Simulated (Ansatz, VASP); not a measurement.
Li3Si2 in VASP and in Ansatz

```xyz
5
Lattice="3.6341 0.0000 0.0000 -1.8170 3.1472 0.0000 0.0000 0.0000 5.6541" Properties=species:S:1:pos:R:3 pbc="T T T"
Li    0.0000    0.0000    0.0000
Li    0.0000    2.0981    3.6469
Li    1.8170    1.0491    2.0072
Si    0.0000    2.0981    1.3852
Si    1.8170    1.0491    4.2688
```

Alike in both runs: task relaxation of cell and atoms; functional PBE; k mesh 6 × 6 × 4; occupations gaussian, width 0.1 eV; no spin polarisation.

```csv
,VASP,Ansatz
version,VASP 6.6.1,Ansatz 0.2.0
potentials or method,"VASP PAW PBE potentials, release 64 (Li_sv, Si), cutoff 600 eV","scalar-relativistic, plane waves, PAW"
valence electrons in the cell,17,17
```

|  | VASP | Ansatz | Ansatz less VASP |
| --- | --- | --- | --- |
| gap on the k mesh at the Fermi level, each at its own relaxed structure (eV) | none | none | - |
| relaxed volume (Å³/atom) | 15.87 | 15.91 | +0.039 |
| relaxed cell length with the largest relative difference (Å) | 4.147 | 4.153 | +0.0068 |

A gap of «none» marks a metal or a gap that the smearing closes.

Noted on VASP's run: the cutoff is short for stress, so the pressure is rough; the volume moved by over 15 % at a fixed basis, so the end points are rough.
